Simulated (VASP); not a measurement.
# Co (P-3m1) in VASP: single point with r2SCAN

Aim: the single point of Co with r2SCAN.

All numbers are computed with VASP 6.6.1; they aren't measurements. Logs are shortened: lines on timing, memory, paths and dates and some standing lists are left out, and cuts for length are marked.

### Step 1. The cell of the first run

It takes space group P-3m1 (No. 164, trigonal). Conventional cell: a = 2.487 Å, b = 2.487 Å, c = 4.063 Å, α = 90.00°, β = 90.00°, γ = 120.00°. Co (site symmetry 3m) has 12 Co at 2.42 to 2.55 Å within 3.2 Å.

### Step 2. Single point, r2SCAN, collinear spin, ferromagnetic start

The input, POSCAR:

```
Co
1.0
    2.4873650000      0.0000000000      0.0000000000
   -1.2436820000      2.1541210000      0.0000000000
    0.0000000000      0.0000000000      4.0632900000
Co
2
Direct
    0.6666666667      0.3333333333      0.2598610000
    0.3333333333      0.6666666667      0.7401390000
```

The input, INCAR.step1:

```
SYSTEM = Co
PREC = Accurate ; ENCUT = 520
ISMEAR = -1 ; SIGMA = 0.15
LREAL = .FALSE. ; LASPH = .TRUE.
NELM = 150 ; ISPIN = 2
MAGMOM = 2.5 2.5 ; LMAXMIX = 4
NBANDS = 20 ; GGA = PE
ALGO = Normal ; EDIFF = 1E-4
LWAVE = .TRUE. ; LCHARG = .FALSE.
```

The input, INCAR.step2:

```
SYSTEM = Co
PREC = Accurate ; ENCUT = 520
EDIFF = 1E-6 ; ISMEAR = -1
SIGMA = 0.15 ; LREAL = .FALSE.
LASPH = .TRUE. ; NELM = 150
ALGO = Normal ; ISIF = 2
LWAVE = .FALSE. ; LCHARG = .FALSE.
ISPIN = 2 ; MAGMOM = 2.5 2.5
LORBIT = 11 ; LMAXMIX = 4
METAGGA = R2SCAN ; LMIXTAU = .TRUE.
NBANDS = 20 ; ISTART = 1
```

The input, KPOINTS:

```
Automatic mesh
0
G
  16 16 9
  0 0 0
```

Potentials or basis: VASP PAW PBE potentials, release 64 (Co).

Run with:

```sh
cat potpaw_PBE.64/Co/POTCAR > POTCAR
cp INCAR.step1 INCAR
mpirun -np 1 vasp_std > vasp.out
cp INCAR.step2 INCAR
mpirun -np 1 vasp_std > vasp.out
```

OUTCAR:

```text
SYSTEM = Co
   PREC = Accurate
   ENCUT = 520
   EDIFF = 1E-6
   ISMEAR = -1
   LREAL = .FALSE.
   LASPH = .TRUE.
   NELM = 150
   ISIF = 2
   ISPIN = 2
   LORBIT = 11
   METAGGA = R2SCAN
   ISTART = 1

 ion  position               nearest neighbor table
   1  0.667  0.333  0.260-   2 2.42   2 2.42   2 2.42   2 2.55   2 2.55   2 2.55
   2  0.333  0.667  0.740-   1 2.42   1 2.42   1 2.42   1 2.55   1 2.55   1 2.55

  LATTYP: Found a hexagonal cell.
 ALAT       =     2.4873650000
 C/A-ratio  =     1.6335720733

  Lattice vectors:

 A1 = (   2.4873650000,   0.0000000000,   0.0000000000)
 A2 = (  -1.2436820000,   2.1541210000,   0.0000000000)
 A3 = (   0.0000000000,   0.0000000000,   4.0632900000)

Analysis of symmetry for initial positions (statically):
=====================================================================
 Subroutine PRICEL returns:
 Original cell was already a primitive cell.

 Routine SETGRP: Setting up the symmetry group for a
 hexagonal supercell.

 Subroutine GETGRP returns: Found 12 space group operations
 (whereof 12 operations were pure point group operations)
 out of a pool of 24 trial point group operations.

The static configuration has the point symmetry D_3d.

Analysis of symmetry for dynamics (positions and initial velocities):
=====================================================================
 Subroutine PRICEL returns:
 Original cell was already a primitive cell.

 Routine SETGRP: Setting up the symmetry group for a
 hexagonal supercell.

 Subroutine GETGRP returns: Found 12 space group operations
 (whereof 12 operations were pure point group operations)
 out of a pool of 24 trial point group operations.

The dynamic configuration has the point symmetry D_3d.

Analysis of structural, dynamic, and magnetic symmetry:
=====================================================================
 Subroutine PRICEL returns:
 Original cell was already a primitive cell.

 Routine SETGRP: Setting up the symmetry group for a
 hexagonal supercell.

 Subroutine GETGRP returns: Found 12 space group operations
 (whereof 12 operations were pure point group operations)
 out of a pool of 24 trial point group operations.

The overall configuration has the point symmetry D_3d.

 Subroutine INISYM returns: Found 12 space group operations
 (whereof 12 operations are pure point group operations),
 and found     1 'primitive' translations

----------------------------------------------------------------------------------------

                                     Primitive cell

  volume of cell :      21.7715

  direct lattice vectors                    reciprocal lattice vectors
     2.487365000  0.000000000  0.000000000     0.402031869  0.232113145  0.000000000
    -1.243682000  2.154121000  0.000000000     0.000000000  0.464226476  0.000000000
     0.000000000  0.000000000  4.063290000     0.000000000  0.000000000  0.246105988

  length of vectors
     2.487365000  2.487364509  4.063290000     0.464226384  0.464226476  0.246105988

  position of ions in fractional coordinates (direct lattice)
     0.666666667  0.333333333  0.259861000
     0.333333333  0.666666667  0.740139000

  ion indices of the primitive-cell ions
   primitive index   ion index
                 1           1
                 2           2

----------------------------------------------------------------------------------------

 KPOINTS: Automatic mesh

Automatic generation of k-mesh.
 Grid dimensions read from file:
 generate k-points for:   16   16    9

 Generating k-lattice:

  Cartesian coordinates                     Fractional coordinates (reciprocal lattice)
     0.025126992  0.014507072  0.000000000     0.062500000  0.000000000  0.000000000
     0.000000000  0.029014155  0.000000000     0.000000000  0.062500000  0.000000000
     0.000000000  0.000000000  0.027345110     0.000000000  0.000000000  0.111111111

  Length of vectors
     0.029014149  0.029014155  0.027345110

  Shift w.r.t. Gamma in fractional coordinates (k-lattice)
     0.000000000  0.000000000  0.000000000

 Subroutine IBZKPT returns following result:
 ===========================================

 Found    234 irreducible k-points:

 Following reciprocal coordinates:
            Coordinates               Weight
  0.000000  0.000000  0.000000      1.000000
  0.062500  0.000000  0.000000      6.000000
  0.125000  0.000000  0.000000      6.000000
  0.187500  0.000000  0.000000      6.000000
  0.250000  0.000000  0.000000      6.000000
  0.312500 -0.000000  0.000000      6.000000
[... 16 lines left out ...]
  0.187500  0.187500  0.000000      6.000000
  0.250000  0.187500  0.000000     12.000000
 [... further k-points ...]
   k-points           NKPTS =    234   k-points in BZ     NKDIM =    234   number of bands    NBANDS=     20
   number of dos      NEDOS =    301   number of ions     NIONS =      2
   total plane-waves  NPLWV =   9720
   dimension x,y,z NGX =    18 NGY =   18 NGZ =   30
   dimension x,y,z NGXF=    36 NGYF=   36 NGZF=   60
   ions per type =               2
   NGX,Y,Z   is equivalent  to a cutoff of  12.03, 12.03, 12.27 a.u.
   NGXF,Y,Z  is equivalent  to a cutoff of  24.06, 24.06, 24.55 a.u.
 SYSTEM =  Co
   PREC   = accura    normal or accurate (medium, high low for compatibility)
   ISTART =      1    job   : 0-new  1-cont  2-samecut
   ICHARG =      0    charge: 1-file 2-atom 10-const
   ISPIN  =      2    spin polarized calculation?
   LNONCOLLINEAR =      F non collinear calculations
   LSORBIT =      F    spin-orbit coupling
   LASPH  =      T    aspherical Exc in radial PAW
   ENCUT  =  520.0 eV  38.22 Ry    6.18 a.u.   4.62  4.62  7.56*2*pi/ulx,y,z
   NELM   =    150;   NELMIN=  2; NELMDL=  0     # of ELM steps
   EDIFF  = 0.1E-05   stopping-criterion for ELM
   LREAL  =      F    real-space projection
   EDIFFG = 0.1E-04   stopping-criterion for IOM
   NSW    =      0    number of steps for IOM
   IBRION =     -1    ionic relax: 0-MD 1-quasi-New 2-CG
   NFREE  =      0    steps in history (QN), initial steepest desc. (CG)
   ISIF   =      2    stress and relaxation
   ISYM   =      2    0-nonsym 1-usesym 2-fastsym
   POTIM  = 0.5000    time-step for ionic-motion
   TEBEG  =    0.0;   TEEND  =   0.0 temperature during run
   PSTRESS=    0.0 pullay stress
   NELECT =      18.0000    total number of electrons
   NUPDOWN=      -1.0000    fix difference up-down
   EMIN   =  10.00;   EMAX   =-10.00  energy-range for DOS
   EFERMI =   0.00;   METHOD = LEGACY
   ISMEAR =    -1;   SIGMA  =   0.15  broadening in eV -4-tet -1-fermi 0-gaus
   EFERMI_NEDOS =   21; number of points for ismear=-14 and -15
   IALGO  =     38    algorithm
   IMIX   =      4    mixing-type and parameters
     AMIX     =   0.40;   BMIX     =  1.00
     AMIX_MAG =   1.60;   BMIX_MAG =  1.00
  volume/ion in A,a.u.               =      10.89        73.46
  Fermi-wavevector in a.u.,A,eV,Ry     =   1.536514  2.903590 32.121658  2.360875
  Thomas-Fermi vector in A             =   2.643152
   LORBIT       =     11    0 simple, 1 ext, 2 COOP (PROOUT), +10 PAW based schemes
   METAGGA = R2SCAN    functional components
   LHFCALC =     F    Hartree Fock is set to
   AEXX    =    0.0000 exact exchange contribution
   IVDW    =     0    specifies the selected vdW correction
   LEPSILON=     F    determine dielectric tensor
   LRPA    =     F    only Hartree local field effects (RPA)
 spin polarized calculation
  energy-cutoff  :      520.00
  volume of cell :       21.77
 maximum number of plane-waves:       600
   NGX =  9   NGY =  9   NGZ = 15

 number of electron      17.9999997 magnetization       3.5325293

 Free energy of the ion-electron system (eV)
  ---------------------------------------------------
  ext. energy  EPLUGINS =         0.00000000
  ---------------------------------------------------
  free energy    TOTEN  =       -26.45997967 eV

  energy without entropy =      -26.35044839  energy(sigma->0) =      -26.40521403

 E-fermi :  10.3181     XC(G=0): -14.6482

 val. band max:       10.3114359156   @ k =  -0.0625   0.2500   0.3333
 cond. band min:      10.3242916532   @ k =   0.2500   0.0000   0.4444
 fundamental gap:      0.0128557376
 Fermi energy:        10.3180902934

 spin component 1

 k-point     1 :       0.0000    0.0000    0.0000
  band No.  band energies     occupation
      1       0.9441      1.00000
      2       4.5117      1.00000
      3       6.8814      1.00000
      4       6.8999      1.00000
      5       6.9001      1.00000
      6       7.2186      1.00000
[... 12 lines left out ...]
     19      36.9210      0.00000
     20      36.9212      0.00000
[... 507 lines left out ...]
 k-point    24 :       0.2500    0.1875    0.0000
  band No.  band energies     occupation
      1       4.8909      1.00000
      2       5.3640      1.00000
      3       5.5882      1.00000
      4       5.9635      1.00000
      5       6.6171      1.00000
      6       7.1617      1.00000
[... 12 lines left out ...]
     19      31.4672      0.00000
     20      39.5801      0.00000

 [... further k-points ...]

 spin component 2

 k-point     1 :       0.0000    0.0000    0.0000
  band No.  band energies     occupation
      1       0.3773      1.00000
      2       5.6794      1.00000
      3       9.1454      0.99960
      4       9.4135      0.99760
      5       9.4135      0.99760
      6       9.5663      0.99338
[... 12 lines left out ...]
     19      37.6411      0.00000
     20      37.6411      0.00000
[... 507 lines left out ...]
 k-point    24 :       0.2500    0.1875    0.0000
  band No.  band energies     occupation
      1       4.9100      1.00000
      2       7.1986      1.00000
      3       7.2880      1.00000
      4       7.5984      1.00000
      5       9.0059      0.99984
      6       9.5095      0.99546
[... 12 lines left out ...]
     19      32.2261      0.00000
     20      40.4470      0.00000

 [... further k-points ...]

------------------------ aborting loop because EDIFF is reached ----------------------------------------

  FORCE on cell =-STRESS in cart. coord.  units (eV):
  Direction    XX          YY          ZZ          XY          YZ          ZX
  --------------------------------------------------------------------------------------
  -------------------------------------------------------------------------------------
  Total       -0.5020927     -0.5020926     -0.4573287     -0.0000001     -0.0000000     -0.0000000
  in kB      -36.9493752    -36.9493656    -33.6551523     -0.0000086     -0.0000000     -0.0000000
  external PRESSURE =     -35.8512977 kB  Pullay stress =       0.0000000 kB

 VOLUME and BASIS-vectors are now :
 -----------------------------------------------------------------------------
  energy-cutoff  :      520.00
  volume of cell :       21.77
      direct lattice vectors                 reciprocal lattice vectors
     2.487365000  0.000000000  0.000000000     0.402031869  0.232113145  0.000000000
    -1.243682000  2.154121000  0.000000000     0.000000000  0.464226476  0.000000000
     0.000000000  0.000000000  4.063290000     0.000000000  0.000000000  0.246105988

 POSITION                                       TOTAL-FORCE (eV/Angst)
 -----------------------------------------------------------------------------------
      1.24368      0.71804      1.05589        -0.000000      0.000000     -0.319354
      0.00000      1.43608      3.00740         0.000000     -0.000000      0.319354
 -----------------------------------------------------------------------------------
    total drift:                                0.000000     -0.000000     -0.000000

  FREE ENERGIE OF THE ION-ELECTRON SYSTEM (eV)
  ---------------------------------------------------
  free  energy   TOTEN  =       -26.4599796663 eV

  energy  without entropy=      -26.3504483927  energy(sigma->0) =      -26.40521403

 total charge

# of ion       s       p       d       tot
------------------------------------------
    1        0.511   0.561   7.223   8.295
    2        0.511   0.561   7.223   8.295
--------------------------------------------------
tot          1.022   1.121  14.446  16.590

 magnetization (x)

# of ion       s       p       d       tot
------------------------------------------
    1       -0.011  -0.081   1.922   1.830
    2       -0.011  -0.081   1.922   1.830
--------------------------------------------------
tot         -0.022  -0.163   3.845   3.660
```

Wall time 5 min (1 thread of Intel Xeon 6975P-C (Granite Rapids), shared host); peak memory 0.25 GiB.

Results:

| Item | Value |
| --- | --- |
| Free energy | -26.4600 eV |
| Pressure | -3.6 GPa |
| Largest force | 0.319 eV/Å |
| Net moment | 3.53 μB per cell |
| Site moments | Co +1.83 μB |
| Valence electrons inside the program's atomic spheres | Co 8.29 |

Forces on the atoms (eV/Å):
```
Co   0.000  0.000 -0.319
Co   0.000  0.000  0.319
```

Stress tensor (GPa, compression positive):
```
-3.69  0.00  0.00
 0.00 -3.69  0.00
 0.00  0.00 -3.37
```

Caveat: the cell stands under tension; the PAW data sets were made with another functional, which shifts forces and pressure a little.
